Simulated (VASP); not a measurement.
# Ti (Fm-3m) in VASP: notebook

The runs below take Ti through single point, with LDA.

Everything below comes from runs of VASP 6.6.1. Logs are shortened: lines on timing, memory, paths and dates and some standing lists are left out, and cuts for length are marked.

## Step 1: The cell of the first run

The structure is cubic, space group Fm-3m (No. 225). The conventional cell has a = 4.113 Å, b = 4.113 Å, c = 4.113 Å, α = 90.00°, β = 90.00°, γ = 90.00°. Within 3.8 Å of Ti (site symmetry m-3m) lie 12 Ti at 2.91 Å.

## Step 2: Single point, LDA (volume scaled by 1.04)

The input, INCAR:

```
PREC     = Accurate       # precision mode
ENCUT    = 520            # plane-wave cutoff, eV
EDIFF    = 1E-6           # SCF threshold, eV
ISMEAR   = -1             # smearing method
SIGMA    = 0.05           # smearing width, eV
LREAL    = F              # projectors in reciprocal space
LASPH    = T              # aspherical terms in the spheres
NELM     = 100            # most SCF steps
ALGO     = Normal         # electronic algorithm
ISIF     = 2              # what is computed and relaxed
LWAVE    = F              # write WAVECAR
LCHARG   = F              # write CHGCAR
GGA      = CA             # functional
NBANDS   = 12             # bands
```

The input, KPOINTS:

```
Automatic mesh
0
Gamma
  14 14 14
```

The input, POSCAR:

```
Ti
1.0
    0.0000000000      2.0567135898      2.0567135898
    2.0567135898      0.0000000000      2.0567135898
    2.0567135898      2.0567135898      0.0000000000
Ti
1
Direct
    0.0000000000      0.0000000000      0.0000000000
```

Potentials or basis: VASP PAW LDA potentials, release 64 (Ti_sv).

Run with:

```sh
$ cat potpaw_LDA.64/Ti_sv/POTCAR > POTCAR
$ mpirun -np 1 vasp_std > vasp.out
```

OUTCAR:

```text
PREC = Accurate
   ENCUT = 520
   EDIFF = 1E-6
   ISMEAR = -1
   LREAL = F
   LASPH = T
   NELM = 100
   ISIF = 2
   GGA = CA

 ion  position               nearest neighbor table
   1  0.000  0.000  0.000-

  LATTYP: Found a face centered cubic cell.
 ALAT       =     4.1134271796

  Lattice vectors:

 A1 = (   0.0000000000,   2.0567135898,   2.0567135898)
 A2 = (   2.0567135898,   0.0000000000,   2.0567135898)
 A3 = (   2.0567135898,   2.0567135898,   0.0000000000)

Analysis of symmetry for initial positions (statically):
=====================================================================
 Subroutine PRICEL returns:
 Original cell was already a primitive cell.

 Routine SETGRP: Setting up the symmetry group for a
 face centered cubic supercell.

 Subroutine GETGRP returns: Found 48 space group operations
 (whereof 48 operations were pure point group operations)
 out of a pool of 48 trial point group operations.

The static configuration has the point symmetry O_h .

Analysis of symmetry for dynamics (positions and initial velocities):
=====================================================================
 Subroutine PRICEL returns:
 Original cell was already a primitive cell.

 Routine SETGRP: Setting up the symmetry group for a
 face centered cubic supercell.

 Subroutine GETGRP returns: Found 48 space group operations
 (whereof 48 operations were pure point group operations)
 out of a pool of 48 trial point group operations.

The dynamic configuration has the point symmetry O_h .

 Subroutine INISYM returns: Found 48 space group operations
 (whereof 48 operations are pure point group operations),
 and found     1 'primitive' translations

----------------------------------------------------------------------------------------

                                     Primitive cell

  volume of cell :      17.4001

  direct lattice vectors                    reciprocal lattice vectors
     0.000000000  2.056713590  2.056713590    -0.243106285  0.243106285  0.243106285
     2.056713590  0.000000000  2.056713590     0.243106285 -0.243106285  0.243106285
     2.056713590  2.056713590  0.000000000     0.243106285  0.243106285 -0.243106285

  length of vectors
     2.908632253  2.908632253  2.908632253     0.421072437  0.421072437  0.421072437

  position of ions in fractional coordinates (direct lattice)
     0.000000000  0.000000000  0.000000000

  ion indices of the primitive-cell ions
   primitive index   ion index
                 1           1

----------------------------------------------------------------------------------------

 KPOINTS: Automatic mesh

Automatic generation of k-mesh.
 Grid dimensions read from file:
 generate k-points for:   14   14   14

 Generating k-lattice:

  Cartesian coordinates                     Fractional coordinates (reciprocal lattice)
    -0.017364735  0.017364735  0.017364735     0.071428571  0.000000000  0.000000000
     0.017364735 -0.017364735  0.017364735     0.000000000  0.071428571  0.000000000
     0.017364735  0.017364735 -0.017364735     0.000000000  0.000000000  0.071428571

  Length of vectors
     0.030076603  0.030076603  0.030076603

  Shift w.r.t. Gamma in fractional coordinates (k-lattice)
     0.000000000  0.000000000  0.000000000

 Subroutine IBZKPT returns following result:
 ===========================================

 Found    104 irreducible k-points:

 Following reciprocal coordinates:
            Coordinates               Weight
  0.000000  0.000000  0.000000      1.000000
  0.071429  0.000000  0.000000      8.000000
  0.142857  0.000000  0.000000      8.000000
  0.214286  0.000000  0.000000      8.000000
  0.285714  0.000000  0.000000      8.000000
  0.357143  0.000000  0.000000      8.000000
[... 16 lines left out ...]
  0.214286  0.142857  0.000000     24.000000
  0.285714  0.142857  0.000000     24.000000
 [... further k-points ...]
   k-points           NKPTS =    104   k-points in BZ     NKDIM =    104   number of bands    NBANDS=     12
   number of dos      NEDOS =    301   number of ions     NIONS =      1
   total plane-waves  NPLWV =  13824
   dimension x,y,z NGX =    24 NGY =   24 NGZ =   24
   dimension x,y,z NGXF=    48 NGYF=   48 NGZF=   48
   ions per type =               1
   NGX,Y,Z   is equivalent  to a cutoff of  13.72, 13.72, 13.72 a.u.
   NGXF,Y,Z  is equivalent  to a cutoff of  27.43, 27.43, 27.43 a.u.
 SYSTEM =  unknown system
   PREC   = accura    normal or accurate (medium, high low for compatibility)
   ISTART =      0    job   : 0-new  1-cont  2-samecut
   ICHARG =      2    charge: 1-file 2-atom 10-const
   ISPIN  =      1    spin polarized calculation?
   LNONCOLLINEAR =      F non collinear calculations
   LSORBIT =      F    spin-orbit coupling
   LASPH  =      T    aspherical Exc in radial PAW
   ENCUT  =  520.0 eV  38.22 Ry    6.18 a.u.   5.41  5.41  5.41*2*pi/ulx,y,z
   NELM   =    100;   NELMIN=  2; NELMDL= -5     # of ELM steps
   EDIFF  = 0.1E-05   stopping-criterion for ELM
   LREAL  =      F    real-space projection
   EDIFFG = 0.1E-04   stopping-criterion for IOM
   NSW    =      0    number of steps for IOM
   IBRION =     -1    ionic relax: 0-MD 1-quasi-New 2-CG
   NFREE  =      0    steps in history (QN), initial steepest desc. (CG)
   ISIF   =      2    stress and relaxation
   ISYM   =      2    0-nonsym 1-usesym 2-fastsym
   POTIM  = 0.5000    time-step for ionic-motion
   TEBEG  =    0.0;   TEEND  =   0.0 temperature during run
   PSTRESS=    0.0 pullay stress
   NELECT =      12.0000    total number of electrons
   NUPDOWN=      -1.0000    fix difference up-down
   EMIN   =  10.00;   EMAX   =-10.00  energy-range for DOS
   EFERMI =   0.00;   METHOD = LEGACY
   ISMEAR =    -1;   SIGMA  =   0.05  broadening in eV -4-tet -1-fermi 0-gaus
   EFERMI_NEDOS =   21; number of points for ismear=-14 and -15
   IALGO  =     38    algorithm
   IMIX   =      4    mixing-type and parameters
     AMIX     =   0.40;   BMIX     =  1.00
     AMIX_MAG =   1.60;   BMIX_MAG =  1.00
  volume/ion in A,a.u.               =      17.40       117.42
  Fermi-wavevector in a.u.,A,eV,Ry     =   1.446388  2.733277 28.463902  2.092038
  Thomas-Fermi vector in A             =   2.564462
   LORBIT       =      0    0 simple, 1 ext, 2 COOP (PROOUT), +10 PAW based schemes
   GGA     = CA    functional components
   LHFCALC =     F    Hartree Fock is set to
   AEXX    =    0.0000 exact exchange contribution
   IVDW    =     0    specifies the selected vdW correction
   LEPSILON=     F    determine dielectric tensor
   LRPA    =     F    only Hartree local field effects (RPA)
 non-spin polarized calculation
  energy-cutoff  :      520.00
  volume of cell :       17.40
 maximum number of plane-waves:       489
 NGX is ok and might be reduce to    24
   NGX = 11   NGY = 11   NGZ = 11

 number of electron      12.0000002 magnetization

 Free energy of the ion-electron system (eV)
  ---------------------------------------------------
  ext. energy  EPLUGINS =         0.00000000
  ---------------------------------------------------
  free energy    TOTEN  =        -8.46464776 eV

  energy without entropy =       -8.44896656  energy(sigma->0) =       -8.45680716

 E-fermi :   7.9598     XC(G=0): -11.7759

 val. band max:        7.9401445354   @ k =   0.2143   0.1429   0.0000
 cond. band min:       7.9609498563   @ k =  -0.4286   0.2857   0.1429
 fundamental gap:      0.0208053209
 Fermi energy:         7.9598190576

 k-point     1 :       0.0000    0.0000    0.0000
  band No.  band energies     occupation
      1     -48.0594      2.00000
      2     -24.2910      2.00000
      3     -24.2910      2.00000
      4     -24.2910      2.00000
      5       1.9498      2.00000
      6       8.8057      0.00000
      7       8.8057      0.00000
      8       8.8057      0.00000
      9      10.4054      0.00000
     10      10.4054      0.00000
     11      23.3019      0.00000
     12      27.6802      0.00000

 k-point     2 :       0.0714    0.0000    0.0000
  band No.  band energies     occupation
      1     -48.0532      2.00000
      2     -24.3263      2.00000
      3     -24.2954      2.00000
      4     -24.2954      2.00000
      5       2.1147      2.00000
      6       8.7063      0.00000
      7       8.8649      0.00000
      8       8.8649      0.00000
      9      10.3680      0.00000
     10      10.3680      0.00000
     11      23.4296      0.00000
     12      26.4698      0.00000

 k-point     3 :       0.1429    0.0000    0.0000
  band No.  band energies     occupation
      1     -48.0356      2.00000
      2     -24.4243      2.00000
      3     -24.3078      2.00000
      4     -24.3078      2.00000
      5       2.5904      2.00000
      6       8.4519      0.00011
      7       9.0003      0.00000
      8       9.0003      0.00000
      9      10.3069      0.00000
     10      10.3069      0.00000
     11      23.4185      0.00000
     12      24.7237      0.00000
[... 286 lines left out ...]
 k-point    23 :       0.2143    0.1429    0.0000
  band No.  band energies     occupation
      1     -48.0085      2.00000
      2     -24.5109      2.00000
      3     -24.3596      2.00000
      4     -24.3542      2.00000
      5       3.3300      2.00000
      6       7.9401      1.19425
      7       9.2440      0.00000
      8       9.3754      0.00000
      9       9.7628      0.00000
     10      10.6984      0.00000
     11      23.5088      0.00000
     12      24.4079      0.00000

 k-point    24 :       0.2857    0.1429    0.0000
  band No.  band energies     occupation
      1     -47.9837      2.00000
      2     -24.6352      2.00000
      3     -24.3819      2.00000
      4     -24.3751      2.00000
      5       4.0654      2.00000
      6       7.6879      1.99135
      7       8.9397      0.00000
      8       9.4406      0.00000
      9      10.1912      0.00000
     10      10.9111      0.00000
     11      21.5485      0.00000
     12      24.1088      0.00000

 [... further k-points ...]
[... 5 lines left out ...]
  --------------------------------------------------------------------------------------
  -------------------------------------------------------------------------------------
  Total       -0.9541351     -0.9541351     -0.9541351     -0.0000000     -0.0000000      0.0000000
  in kB      -87.8555080    -87.8555080    -87.8555080     -0.0000000     -0.0000000      0.0000000
  external PRESSURE =     -87.8555080 kB  Pullay stress =       0.0000000 kB

 VOLUME and BASIS-vectors are now :
 -----------------------------------------------------------------------------
  energy-cutoff  :      520.00
  volume of cell :       17.40
      direct lattice vectors                 reciprocal lattice vectors
     0.000000000  2.056713590  2.056713590    -0.243106285  0.243106285  0.243106285
     2.056713590  0.000000000  2.056713590     0.243106285 -0.243106285  0.243106285
     2.056713590  2.056713590  0.000000000     0.243106285  0.243106285 -0.243106285

 POSITION                                       TOTAL-FORCE (eV/Angst)
 -----------------------------------------------------------------------------------
      0.00000      0.00000      0.00000         0.000000      0.000000      0.000000
 -----------------------------------------------------------------------------------
    total drift:                               -0.000000      0.000000      0.000000

  FREE ENERGIE OF THE ION-ELECTRON SYSTEM (eV)
  ---------------------------------------------------
  free  energy   TOTEN  =        -8.4646477601 eV

  energy  without entropy=       -8.4489665589  energy(sigma->0) =       -8.45680716
```

It took 10 s on 1 thread of Intel Xeon Platinum 8488C (Sapphire Rapids), shared host; peak memory 0.14 GiB.

What came out:

| Item | Value |
| --- | --- |
| Free energy | -8.4646 eV |
| Pressure | -8.8 GPa |
| Band gap on the k mesh | zero (band 6 reaches 8.81 eV, above the bottom of band 7 at 7.55 eV) |

## Step 3: Single point, LDA (volume scaled by 0.96)

The input, INCAR:

```
SYSTEM = Ti
PREC     = Accurate       ! precision mode
ENCUT    = 520            ! plane-wave cutoff, eV
EDIFF    = 1E-7           ! SCF threshold, eV
ISMEAR   = -1             ! smearing method
SIGMA    = 0.05           ! smearing width, eV
LREAL    = .False.        ! projectors in reciprocal space
LASPH    = .True.         ! aspherical terms in the spheres
NELM     = 80             ! most SCF steps
ALGO     = Normal         ! electronic algorithm
ISIF     = 2              ! what is computed and relaxed
LWAVE    = .False.        ! write WAVECAR
LCHARG   = .False.        ! write CHGCAR
GGA      = CA             ! functional
NBANDS   = 12             ! bands
```

The input, KPOINTS:

```
Automatic mesh
0
Gamma
  14 14 14
  0 0 0
```

The input, POSCAR:

```
Ti
1.0
    0.0000000000      2.0025642044      2.0025642044
    2.0025642044      0.0000000000      2.0025642044
    2.0025642044      2.0025642044      0.0000000000
Ti
1
Direct
    0.0000000000      0.0000000000      0.0000000000
```

Potentials or basis: VASP PAW LDA potentials, release 64 (Ti_sv).

Run with:

```sh
$ cat potpaw_LDA.64/Ti_sv/POTCAR > POTCAR
$ mpirun -np 1 vasp_std > vasp.out
```

It took 12 s on 1 thread of Intel Xeon 6975P-C, shared host; peak memory 0.14 GiB.

The run converged. Its results:

| Item | Value |
| --- | --- |
| Free energy | -8.5049 eV |
| Pressure | -0.5 GPa |
| Band gap on the k mesh | zero (band 6 reaches 9.73 eV, above the bottom of band 7 at 8.37 eV) |

Levels at points of the mesh, in eV from the Fermi level:
```
           k point  band 4  band 5  band 6  band 7  band 8  band 9
(0.00, 0.00, 0.00)  -32.01   -6.18    0.89    0.89    0.89    2.68
(0.50, 0.00, 0.00)  -32.13   -2.76    0.75    0.75    0.96    3.91
(0.50, 0.50, 0.00)  -32.32   -2.86   -1.95    3.30    3.88    4.24
```

[end of part 1 of 2]
